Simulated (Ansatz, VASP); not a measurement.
# Two plane-wave programs on ZnSe

Contents of POSCAR:

```
ZnSe
1.0
    4.0057077593      0.0000000000      0.0000000000
    0.0000000000      4.0057077593      0.0000000000
    0.0000000000      0.0000000000      6.0106784595
Zn Se
2 2
Direct
    0.0000000000      0.0000000000      0.0000000000
    0.5000000000      0.5000000000      0.0000000000
    0.0000000000      0.5000000000      0.1880373302
    0.5000000000      0.0000000000      0.8119626698
```

INCAR.step1

```
PREC = Accurate ; ENCUT = 520
ISMEAR = 0 ; SIGMA = 0.02
LREAL = False ; LASPH = True
NELM = 100 ; NBANDS = 26
GGA = PE ; ALGO = Normal
EDIFF = 1E-4 ; LWAVE = True
LCHARG = False
```

The input INCAR.step2:

```
PREC = Accurate ; ENCUT = 520
EDIFF = 1E-6 ; ISMEAR = 0
SIGMA = 0.02 ; LREAL = False
LASPH = True ; NELM = 100
ALGO = Normal ; ISIF = 2
LWAVE = False ; LCHARG = False
METAGGA = R2SCAN ; LMIXTAU = True
NBANDS = 26 ; ISTART = 1
```

File KPOINTS:

```
Automatic mesh
0
Gamma
  8 8 6
```

Input for Ansatz:

```yaml
crystal:
  lattice:
    - [4.0057077593, 0.0, 0.0]
    - [0.0, 4.0057077593, 0.0]
    - [0.0, 0.0, 6.0106784595]
  atoms:
    - { symbol: Zn, position: [0.0, 0.0, 0.0] }
    - { symbol: Zn, position: [0.5, 0.5, 0.0] }
    - { symbol: Se, position: [0.0, 0.5, 0.1880373302] }
    - { symbol: Se, position: [0.5, 0.0, 0.8119626698] }
basis:
  ecutwfc: 500
kpoints:
  mp_grid: { grid: [8, 8, 6] }
hamiltonian:
  xc: r2scan
scf:
  occupations: { method: gaussian, width: 0.02 }
output:
  forces: true
  stress: true
  eigenvalues: true
```

Alike in both runs: task single point; functional r2SCAN; k mesh 8 × 8 × 6; occupations gaussian, width 0.02 eV; no spin polarisation.

|  | VASP | Ansatz |
| --- | --- | --- |
| version | VASP 6.6.1 | Ansatz 0.2.0 |
| potentials or method | VASP PAW PBE potentials, release 64 (Zn, Se), cutoff 520 eV | scalar-relativistic, plane waves, PAW |
| valence electrons in the cell | 36 | 56 |

|  | VASP | Ansatz | Ansatz less VASP |
| --- | --- | --- | --- |
| gap on the k mesh at the Fermi level (eV) | 1.64 | 1.65 | +0.016 |
| least direct gap on the mesh (eV) | 1.83 | 1.84 | +0.008 |
| pressure (GPa) | 18.8 | 18.5 | -0.38 |
| traceless stress, the component that is largest in VASP (GPa) | -3.18 | -3.06 | +0.117 |
| rms of the force components (eV/Å) | 1.763 | 1.738 | -0.0250 |

VASP's potentials were made for PBE, not for r2SCAN. Atom by atom the forces differ by 0.025 eV/Å (rms over components). The functional is the same, so the differences come from potentials, cutoffs and numerics. VASP's potentials hold 36 valence electrons a cell and Ansatz's 56, so a difference there can come from the potentials and not from the codes.
